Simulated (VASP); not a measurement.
# Li: single point with PBEsol

Crystal: Li.

```
CELL_PARAMETERS angstrom
1.42325 0.75810 7.55161
-1.67775 0.80461 7.59813
-0.08697 -1.90419 7.61516
ATOMIC_POSITIONS crystal
Li 0.00000 0.00000 0.00000
Li 0.22200 0.22200 0.22200
Li 0.77800 0.77800 0.77800
```

This cell differs from its parent crystal: equal xy, yz and zx shear strains of -3 %.

```json
{
  "Program": "VASP 6.6.1",
  "Task": "single point",
  "Functional": "PBEsol",
  "Potentials or basis": "VASP PAW PBE potentials, release 64 (Li_sv)",
  "Cutoff": "520 eV",
  "k mesh": "12 × 12 × 12",
  "Occupations": "fermi-dirac, width 0.05 eV",
  "Spin": "no spin polarisation",
  "Dipole correction": "no",
  "Further INCAR settings": "ALGO = Normal; EDIFF = 1e-06; NBANDS = 12"
}
```

* Largest force: 0.016 eV/Å
* Band gap on the k mesh: zero (an odd number of electrons rules out a gap without spin polarisation)

Forces on the atoms (eV/Å):
```
Li   0.000  0.000  0.000
Li  -0.014  0.001  0.008
Li   0.014 -0.001 -0.008
```

Levels at points of the mesh, in eV from the Fermi level:
| k point | band 3 | band 4 | band 5 | band 6 | band 7 | band 8 |
| --- | --- | --- | --- | --- | --- | --- |
| (0.00, 0.00, 0.00) | -45.94 | -3.48 | -1.55 | -1.55 | 5.56 | 5.59 |
| (0.50, 0.00, 0.00) | -45.93 | 0.10 | 0.97 | 1.00 | 3.56 | 4.16 |
| (0.00, 0.50, 0.00) | -45.94 | -0.13 | 0.70 | 1.00 | 3.58 | 3.59 |
| (0.50, 0.50, 0.00) | -45.93 | 0.28 | 0.31 | 1.20 | 3.01 | 4.50 |
| (0.00, 0.00, 0.50) | -45.94 | -0.06 | 0.78 | 1.19 | 3.60 | 3.82 |
| (0.50, 0.00, 0.50) | -45.94 | 0.18 | 0.23 | 1.06 | 2.96 | 4.26 |
| (0.00, 0.50, 0.50) | -45.93 | 0.28 | 0.52 | 1.24 | 3.46 | 4.22 |
| (0.50, 0.50, 0.50) | -45.94 | -3.00 | -2.99 | 0.03 | 2.85 | 10.28 |

Run time: 23 min on 1 thread of Intel(R) Xeon(R) 6975P-C (Granite Rapids) (shared host), peak memory 0.8 GiB.

Caveat: the cell differs from its parent crystal (equal xy, yz and zx shear strains of -3 %); the PAW data sets were made with another functional, which shifts forces and pressure a little.
